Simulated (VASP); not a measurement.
# Hf (P6/mmm) in VASP: further runs

Hf is run at these levels: PBE; tasks: single point.

Everything below comes from runs of VASP 6.6.1. Logs are shortened: lines on timing, memory, paths and dates and some standing lists are left out, and cuts for length are marked.

## (1) The cell of the first run

It takes space group P6/mmm (No. 191, hexagonal). Conventional cell: a = 4.634 Å, b = 4.634 Å, c = 2.882 Å, α = 90.00°, β = 90.00°, γ = 120.00°. Hf (site symmetry 6/mmm) has 14 Hf at 2.88 to 3.04 Å within 3.8 Å. Hf (site symmetry -6m2) has 11 Hf at 2.68 to 3.04 Å within 3.5 Å.

This isn't the form of Hf at room conditions, which is hcp.

## (2) Single point, PBE

INCAR

```
PREC     = Accurate       # precision mode
ENCUT    = 520            # plane-wave cutoff, eV
EDIFF    = 1E-6           # SCF threshold, eV
ISMEAR   = -1             # smearing method
SIGMA    = 0.08           # smearing width, eV
LREAL    = F              # projectors in reciprocal space
LASPH    = T              # aspherical terms in the spheres
NELM     = 100            # most SCF steps
ALGO     = Normal         # electronic algorithm
ISIF     = 2              # what is computed and relaxed
LWAVE    = F              # write WAVECAR
LCHARG   = F              # write CHGCAR
GGA      = PE             # functional
NBANDS   = 22             # bands
```

KPOINTS

```
regular mesh
0
Gamma
  8 8 11
```

POSCAR

```
Hf
1.0
    4.6339813734      0.0000000000      0.0000000000
   -2.3169906867      4.0131455900      0.0000000000
    0.0000000000      0.0000000000      2.8823822640
Hf
3
Direct
    0.0000000000      0.0000000000      0.0000000000
    0.3333333333      0.6666666667      0.5000000000
    0.6666666667      0.3333333333      0.5000000000
```

Potentials or basis: VASP PAW PBE potentials, release 64 (Hf_pv).

On the command line:

```bash
$ cat potpaw_PBE.64/Hf_pv/POTCAR > POTCAR
$ mpirun -np 1 vasp_std > vasp.out
```

OUTCAR:

```text
PREC = Accurate
   ENCUT = 520
   EDIFF = 1E-6
   ISMEAR = -1
   LREAL = F
   LASPH = T
   NELM = 100
   ISIF = 2
   GGA = PE

 ion  position               nearest neighbor table
   1  0.000  0.000  0.000-   2 3.04   3 3.04   2 3.04   3 3.04   2 3.04   2 3.04   3 3.04   3 3.04
                             3 3.04   3 3.04   2 3.04   2 3.04
   2  0.333  0.667  0.500-   3 2.68   3 2.68   3 2.68   1 3.04   1 3.04   1 3.04   1 3.04   1 3.04
                             1 3.04
   3  0.667  0.333  0.500-   2 2.68   2 2.68   2 2.68   1 3.04   1 3.04   1 3.04   1 3.04   1 3.04
                             1 3.04

  LATTYP: Found a hexagonal cell.
 ALAT       =     4.6339813734
 C/A-ratio  =     0.6220098942

  Lattice vectors:

 A1 = (   4.6339813734,   0.0000000000,   0.0000000000)
 A2 = (  -2.3169906867,   4.0131455900,   0.0000000000)
 A3 = (   0.0000000000,   0.0000000000,   2.8823822640)

Analysis of symmetry for initial positions (statically):
=====================================================================
 Subroutine PRICEL returns:
 Original cell was already a primitive cell.

 Routine SETGRP: Setting up the symmetry group for a
 hexagonal supercell.

 Subroutine GETGRP returns: Found 24 space group operations
 (whereof 24 operations were pure point group operations)
 out of a pool of 24 trial point group operations.

The static configuration has the point symmetry D_6h.

Analysis of symmetry for dynamics (positions and initial velocities):
=====================================================================
 Subroutine PRICEL returns:
 Original cell was already a primitive cell.

 Routine SETGRP: Setting up the symmetry group for a
 hexagonal supercell.

 Subroutine GETGRP returns: Found 24 space group operations
 (whereof 24 operations were pure point group operations)
 out of a pool of 24 trial point group operations.

The dynamic configuration has the point symmetry D_6h.

 Subroutine INISYM returns: Found 24 space group operations
 (whereof 24 operations are pure point group operations),
 and found     1 'primitive' translations

----------------------------------------------------------------------------------------

                                     Primitive cell

  volume of cell :      53.6032

[... 84 lines left out ...]
   ISPIN  =      1    spin polarized calculation?
   LNONCOLLINEAR =      F non collinear calculations
   LSORBIT =      F    spin-orbit coupling
   LASPH  =      T    aspherical Exc in radial PAW
   ENCUT  =  520.0 eV  38.22 Ry    6.18 a.u.   8.62  8.62  5.36*2*pi/ulx,y,z
   NELM   =    100;   NELMIN=  2; NELMDL= -5     # of ELM steps
   EDIFF  = 0.1E-05   stopping-criterion for ELM
   LREAL  =      F    real-space projection
   EDIFFG = 0.1E-04   stopping-criterion for IOM
   NSW    =      0    number of steps for IOM
   IBRION =     -1    ionic relax: 0-MD 1-quasi-New 2-CG
   NFREE  =      0    steps in history (QN), initial steepest desc. (CG)
   ISIF   =      2    stress and relaxation
   ISYM   =      2    0-nonsym 1-usesym 2-fastsym
   POTIM  = 0.5000    time-step for ionic-motion
   TEBEG  =    0.0;   TEEND  =   0.0 temperature during run
   PSTRESS=    0.0 pullay stress
   NELECT =      30.0000    total number of electrons
   NUPDOWN=      -1.0000    fix difference up-down
   EMIN   =  10.00;   EMAX   =-10.00  energy-range for DOS
   EFERMI =   0.00;   METHOD = LEGACY
   ISMEAR =    -1;   SIGMA  =   0.08  broadening in eV -4-tet -1-fermi 0-gaus
   EFERMI_NEDOS =   21; number of points for ismear=-14 and -15
   IALGO  =     38    algorithm
   IMIX   =      4    mixing-type and parameters
     AMIX     =   0.40;   BMIX     =  1.00
     AMIX_MAG =   1.60;   BMIX_MAG =  1.00
  volume/ion in A,a.u.               =      17.87       120.58
  Fermi-wavevector in a.u.,A,eV,Ry     =   1.349123  2.549473 24.764424  1.820134
  Thomas-Fermi vector in A             =   2.476736
   LORBIT       =      0    0 simple, 1 ext, 2 COOP (PROOUT), +10 PAW based schemes
   GGA     = PE    functional components
   LHFCALC =     F    Hartree Fock is set to
   AEXX    =    0.0000 exact exchange contribution
   IVDW    =     0    specifies the selected vdW correction
   LEPSILON=     F    determine dielectric tensor
   LRPA    =     F    only Hartree local field effects (RPA)
 non-spin polarized calculation
  energy-cutoff  :      520.00
  volume of cell :       53.60
 maximum number of plane-waves:      1457
 NGX is ok and might be reduce to    36
   NGX = 17   NGY = 17   NGZ = 11

 number of electron      30.0000000 magnetization

 Free energy of the ion-electron system (eV)
  ---------------------------------------------------
  ext. energy  EPLUGINS =         0.00000000
  ---------------------------------------------------
  free energy    TOTEN  =       -28.45843326 eV

  energy without entropy =      -28.41339541  energy(sigma->0) =      -28.43591433

 E-fermi :   6.3840     XC(G=0): -12.3508

 val. band max:        6.3836382302   @ k =   0.5000   0.0000   0.0000
 cond. band min:       6.4081961136   @ k =   0.3750   0.2500   0.2727
 fundamental gap:      0.0245578834
 Fermi energy:         6.3839526158

 k-point     1 :       0.0000    0.0000    0.0000
  band No.  band energies     occupation
      1     -24.1973      2.00000
      2     -24.1973      2.00000
      3     -23.9786      2.00000
      4     -23.9786      2.00000
      5     -23.2968      2.00000
      6     -22.9001      2.00000
[... 589 lines left out ...]
     21      10.2693      0.00000
     22      11.0016      0.00000

 [... further k-points ...]

------------------------ aborting loop because EDIFF is reached ----------------------------------------

  FORCE on cell =-STRESS in cart. coord.  units (eV):
  Direction    XX          YY          ZZ          XY          YZ          ZX
  --------------------------------------------------------------------------------------
  -------------------------------------------------------------------------------------
  Total       11.6069505     11.6069505     11.7328765      0.0000000      0.0000000     -0.0000000
  in kB      346.9268699    346.9268699    350.6907470      0.0000000      0.0000000     -0.0000000
  external PRESSURE =     348.1814956 kB  Pullay stress =       0.0000000 kB

 VOLUME and BASIS-vectors are now :
 -----------------------------------------------------------------------------
  energy-cutoff  :      520.00
  volume of cell :       53.60
      direct lattice vectors                 reciprocal lattice vectors
     4.633981373  0.000000000  0.000000000     0.215797156  0.124590546  0.000000000
    -2.316990687  4.013145590  0.000000000     0.000000000  0.249181092  0.000000000
     0.000000000  0.000000000  2.882382264     0.000000000  0.000000000  0.346935246

 POSITION                                       TOTAL-FORCE (eV/Angst)
 -----------------------------------------------------------------------------------
      0.00000      0.00000      0.00000        -0.000000      0.000000     -0.000000
     -0.00000      2.67543      1.44119         0.000000     -0.000000      0.000000
      2.31699      1.33772      1.44119        -0.000000      0.000000     -0.000000
 -----------------------------------------------------------------------------------
    total drift:                                0.000000     -0.000000     -0.000000

  FREE ENERGIE OF THE ION-ELECTRON SYSTEM (eV)
  ---------------------------------------------------
  free  energy   TOTEN  =       -28.4584332590 eV

  energy  without entropy=      -28.4133954094  energy(sigma->0) =      -28.43591433
```

stdout:

```text
POSCAR found type information on POSCAR Hf
 POSCAR found :  1 types and       3 ions
 scaLAPACK will be used
 LDA part: xc-table for (Slater+PW92), standard interpolation
 POSCAR, INCAR and KPOINTS ok, starting setup
 FFT: planning ... GRIDC
 FFT: planning ... GRID_SOFT
 FFT: planning ... GRID
 WAVECAR not read
 entering main loop
```

It took 77 s on 1 thread of Intel Xeon 8259CL, shared host; peak memory 0.21 GiB.

Results:

| Item | Value |
| --- | --- |
| Free energy | -28.4584 eV |
| Pressure | 34.8 GPa |
| Band gap on the k mesh | zero (bands 15 and 16 overlap by 1.03 eV) |

Stress tensor (GPa, compression positive):
```
34.69  0.00  0.00
 0.00 34.69  0.00
 0.00  0.00 35.07
```

Caveat: the cell stands under pressure; spin-orbit coupling is left out, which moves the levels of the heavy elements.

## (3) Single point, PBE (17.87 Å³/atom)

INCAR

```
SYSTEM = Hf
ALGO     = Normal         ! electronic algorithm
EDIFF    = 1E-6           ! SCF threshold, eV
ENCUT    = 520            ! plane-wave cutoff, eV
GGA      = PE             ! functional
ISIF     = 2              ! what is computed and relaxed
ISMEAR   = -1             ! smearing method
LASPH    = .TRUE.         ! aspherical terms in the spheres
LCHARG   = .TRUE.         ! write CHGCAR
LELF     = .TRUE.         ! ELF
LREAL    = .FALSE.        ! projectors in reciprocal space
LVHAR    = .TRUE.       
LWAVE    = .FALSE.        ! write WAVECAR
NBANDS   = 22             ! bands
NELM     = 80             ! most SCF steps
PREC     = Accurate       ! precision mode
SIGMA    = 0.08           ! smearing width, eV
```

KPOINTS

```
k-points
0
G
  8 8 11
  0 0 0
```

POSCAR is that of step 2.

Potentials or basis: VASP PAW PBE potentials, release 64 (Hf_pv).

On the command line:

```bash
$ cat potpaw_PBE.64/Hf_pv/POTCAR > POTCAR
$ mpirun -np 1 vasp_std > vasp.out
```

It took 93 s on 1 thread of Intel Xeon 8259CL, shared host; peak memory 0.21 GiB.

Results (log left out):

* Free energy: -28.4584 eV
* Pressure: 34.8 GPa
* Band gap on the k mesh: zero (bands 15 and 16 overlap by 1.03 eV)

Stress tensor (GPa, compression positive):
```
34.69  0.00  0.00
 0.00 34.69  0.00
 0.00  0.00 35.07
```

Levels at points of the mesh, in eV from the Fermi level:
```csv
k point,band 11,band 12,band 13,band 14,band 15,band 16,band 17,band 18,band 19,band 20
"(0.00, 0.00, 0.00)",-3.32,-0.62,-0.53,-0.53,-0.49,-0.49,1.24,2.45,2.45,3.32
"(0.50, 0.00, 0.00)",-4.53,-4.24,-0.81,-0.79,-0.59,0.00,1.01,1.66,2.14,3.54
```

Caveat: the cell stands under pressure; spin-orbit coupling is left out, which moves the levels of the heavy elements.

(Continued in part 2 of 2.)
